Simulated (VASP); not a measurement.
Write the native input for VASP 6.6.1 that does the following.

* Task: single point
* Functional: BLYP
* Potentials or basis: VASP PAW PBE potentials, release 64 (Ti_sv)
* Cutoff: 520 eV
* k mesh: 10 × 10 × 6
* Occupations: fermi-dirac, width 0.05 eV
* Spin: no spin polarisation
* Dipole correction: no
* Further INCAR settings: ALGO = Normal; EDIFF = 1e-07; NBANDS = 19

The structure of Ti lies in POSCAR:

```
Ti
1.0
    2.9500000000      0.0000000000      0.0000000000
   -1.4750000000      2.5547749412      0.0000000000
    0.0000000000      0.0000000000      4.6800000000
Ti
2
Direct
    0.6666666667      0.3333333333      0.7500000000
    0.3333333333      0.6666666667      0.2500000000
```

These files were run (other wordings do the same):

INCAR

```
PREC = Accurate ; ENCUT = 520
EDIFF = 1E-7 ; ISMEAR = -1
SIGMA = 0.05 ; LREAL = False
LASPH = True ; NELM = 60
ALGO = Normal ; ISIF = 2
LWAVE = False ; LCHARG = False
GGA = B5 ; ALDAX = 1.0
AGGAX = 1.0 ; AGGAC = 1.0
ALDAC = 0.0 ; NBANDS = 19
```

KPOINTS

```
regular mesh
0
Gamma
  10 10 6
```

Potentials or basis: VASP PAW PBE potentials, release 64 (Ti_sv).

Launch:

```bash
$ cat potpaw_PBE.64/Ti_sv/POTCAR > POTCAR
$ mpirun -np 1 vasp_std > vasp.out
```

Results of the run:

| Property | Result |
| --- | --- |
| Pressure | 0.9 GPa |
| Band gap on the k mesh | zero (band 12 reaches 9.33 eV, above the bottom of band 13 at 8.41 eV) |

Caveat: the PAW data sets were made with another functional, which shifts forces and pressure a little.

Wall time 42 s on 1 thread of Intel(R) Xeon(R) Platinum 8259CL CPU @ 2.50GHz (Skylake/Cascade Lake), with other jobs on the host, peak memory 0.16 GiB.
